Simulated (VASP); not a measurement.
# NbAs (I4_1md) in VASP: further runs, part 2 of 2

VASP 6.6.1. The steps go on from the part before.

## 3. Electric field gradients, LDA

This run uses another cell than the first one, of 17.39 Å³/atom.

Contents of INCAR:

```
PREC = Accurate
ENCUT = 520
EDIFF = 1E-8
ISMEAR = -1
SIGMA = 0.08
LREAL = False
LASPH = True
NELM = 100
ALGO = Normal
ISIF = 2
LWAVE = False
LCHARG = False
LEFG = True
NBANDS = 26
```

Contents of KPOINTS:

```
Automatic mesh
0
Gamma
  15 15 15
```

Contents of POSCAR:

```
NbAs
1.0
   -1.7258500000      1.7258500000      5.8400000000
    1.7258500000     -1.7258500000      5.8400000000
    1.7258500000      1.7258500000     -5.8400000000
Nb As
2 2
Direct
    0.7500000000      0.7500000000      0.0000000000
    0.5000000000      0.0000000000      0.5000000000
    0.1660000000      0.1660000000      0.0000000000
    0.9160000000      0.4160000000      0.5000000000
```

Potentials or basis: VASP PAW LDA potentials, release 64 (Nb_sv, As).

Started as:

```console
$ cat potpaw_LDA.64/Nb_sv/POTCAR potpaw_LDA.64/As/POTCAR > POTCAR
$ mpirun -np 1 vasp_std > vasp.out
```

OUTCAR:

```text
PREC = Accurate
   ENCUT = 520
   EDIFF = 1E-8
   ISMEAR = -1
   LREAL = False
   LASPH = True
   NELM = 100
   ISIF = 2

 ion  position               nearest neighbor table
   1  0.750  0.750  0.000-   4 2.60   4 2.60   3 2.63   3 2.63   3 2.63   3 2.63
   2  0.500  0.000  0.500-   3 2.60   3 2.60   4 2.63   4 2.63   4 2.63   4 2.63
   3  0.166  0.166  0.000-   2 2.60   2 2.60   1 2.63   1 2.63   1 2.63   1 2.63
   4  0.916  0.416  0.500-   1 2.60   1 2.60   2 2.63   2 2.63   2 2.63   2 2.63

  LATTYP: Found a body centered tetragonal cell.
 ALAT       =     3.4517000000
 C/A-ratio  =     3.3838398470

  Lattice vectors:

 A1 = (  -1.7258500000,   1.7258500000,   5.8400000000)
 A2 = (   1.7258500000,  -1.7258500000,   5.8400000000)
 A3 = (   1.7258500000,   1.7258500000,  -5.8400000000)

Analysis of symmetry for initial positions (statically):
[... 903 lines left out ...]
 -----------------------------------------------------------------------------------
      0.00000      0.00000      8.76000        -0.000000      0.000000     -0.275758
      0.00000      1.72585      0.00000         0.000000     -0.000000     -0.275758
      0.00000      0.00000      1.93888        -0.000000      0.000000      0.275758
      0.00000      1.72585      4.85888         0.000000     -0.000000      0.275758
 -----------------------------------------------------------------------------------
    total drift:                               -0.000000     -0.000000     -0.000028

  FREE ENERGIE OF THE ION-ELECTRON SYSTEM (eV)
  ---------------------------------------------------
  free  energy   TOTEN  =       -36.3438861258 eV

  energy  without entropy=      -36.3287848335  energy(sigma->0) =      -36.33633548

 Electric field gradients (V/A^2)
---------------------------------------------------------------------
 ion       V_xx      V_yy      V_zz      V_xy      V_xz      V_yz
---------------------------------------------------------------------
   1      16.291   -14.043    -2.248    -0.000    -0.000    -0.000
   2     -14.043    16.291    -2.248    -0.000    -0.000    -0.000
   3      -0.909   -24.114    25.023     0.000    -0.000    -0.000
   4     -24.114    -0.909    25.023     0.000    -0.000    -0.000
---------------------------------------------------------------------

 Electric field gradients after diagonalization (V/A^2)
 (convention: |V_zz| > |V_xx| > |V_yy|)
----------------------------------------------------------------------
 ion       V_xx      V_yy      V_zz     asymmetry (V_yy - V_xx)/ V_zz
----------------------------------------------------------------------
   1     -14.043    -2.248    16.291       0.724
   2     -14.043    -2.248    16.291       0.724
   3     -24.114    -0.909    25.023       0.927
   4     -24.114    -0.909    25.023       0.927
----------------------------------------------------------------------

           NMR quadrupolar parameters

 Cq : quadrupolar parameter    Cq=e*Q*V_zz/h
 eta: asymmetry parameters     (V_yy - V_xx)/ V_zz
 Q  : nuclear electric quadrupole moment in mb (millibarn)
----------------------------------------------------------------------
 ion       Cq(MHz)       eta       Q (mb)
----------------------------------------------------------------------
   1       0.039       0.724       1.000
   2       0.039       0.724       1.000
   3       0.061       0.927       1.000
   4       0.061       0.927       1.000
----------------------------------------------------------------------
```

OSZICAR:

```text
N       E                     dE             d eps       ncg     rms          rms(c)
DAV:   1     0.371519920013E+03    0.37152E+03   -0.18619E+04 14976   0.137E+03
DAV:   2    -0.669430584866E+01   -0.37821E+03   -0.36720E+03 19120   0.543E+02
DAV:   3    -0.365224297922E+02   -0.29828E+02   -0.29384E+02 27832   0.116E+02
DAV:   4    -0.382739699105E+02   -0.17515E+01   -0.17402E+01 23920   0.215E+01
DAV:   5    -0.383539423410E+02   -0.79972E-01   -0.79909E-01 26216   0.504E+00    0.110E+01
DAV:   6    -0.363893674471E+02    0.19646E+01   -0.66378E+00 24384   0.189E+01    0.318E+00
DAV:   7    -0.363625232427E+02    0.26844E-01   -0.41624E-01 23792   0.401E+00    0.192E+00
DAV:   8    -0.363440580068E+02    0.18465E-01   -0.63563E-02 23000   0.137E+00    0.375E-01
DAV:   9    -0.363439004882E+02    0.15752E-03   -0.56899E-03 26328   0.501E-01    0.208E-01
DAV:  10    -0.363438991234E+02    0.13648E-05   -0.11643E-03 22144   0.305E-01    0.310E-02
DAV:  11    -0.363438867641E+02    0.12359E-04   -0.69537E-05 23024   0.796E-02    0.128E-02
DAV:  12    -0.363438861399E+02    0.62424E-06   -0.42288E-06 23888   0.195E-02    0.332E-03
DAV:  13    -0.363438861297E+02    0.10150E-07   -0.12280E-07 22488   0.313E-03    0.984E-04
DAV:  14    -0.363438861258E+02    0.38926E-08   -0.48281E-08 19448   0.244E-03
   1 F= -.36343886E+02 E0= -.36336335E+02  d E =-.151013E-01
```

stdout:

```text
POSCAR found type information on POSCAR NbAs
 POSCAR found :  2 types and       4 ions
 scaLAPACK will be used
 LDA part: xc-table for (Slater(with rela. corr.)+CA(PZ))
 , standard interpolation
 POSCAR, INCAR and KPOINTS ok, starting setup
 FFT: planning ... GRIDC
 FFT: planning ... GRID_SOFT
 FFT: planning ... GRID
 WAVECAR not read
 entering main loop
ion   1

ion   2

ion   3

ion   4
```

It took 16 min on 1 thread of Intel Xeon Platinum 8259CL at 2.50GHz (Skylake/Cascade Lake), shared host; peak memory 0.6 GiB.

Results:

| Item | Value |
| --- | --- |
| Free energy | -36.3439 eV |
| Pressure | -5.2 GPa |
| Largest force | 0.276 eV/Å |
| Band gap on the k mesh | zero (bands 18 and 19 overlap by 0.03 eV) |
| Largest electric field gradient by atom | Nb +16.3; As +25.0 V/Å² |

Forces on the atoms (eV/Å):
```
Nb   0.000  0.000 -0.276
Nb   0.000  0.000 -0.276
As   0.000  0.000  0.276
As   0.000  0.000  0.276
```

Stress tensor (GPa, compression positive):
```
-5.70  0.00  0.00
 0.00 -5.70  0.00
 0.00  0.00 -4.27
```

Levels at points of the mesh, in eV from the Fermi level:
```tsv
k point	band 15	band 16	band 17	band 18	band 19	band 20	band 21	band 22
(0.00, 0.00, 0.00)	-2.01	-1.66	-1.37	-1.37	0.73	1.30	2.41	3.02
```

Electric field gradients, principal values (V/Å²):
```
atom   least   middle  greatest (by size)
1 Nb  -2.248  -14.043              16.291
2 Nb  -2.248  -14.043              16.291
3 As  -0.909  -24.114              25.023
4 As  -0.909  -24.114              25.023
```

Caveat: the cell stands under tension; without QUAD_EFG the Cq values of the log hold for a quadrupole moment of 1 mb, not for the nuclei.
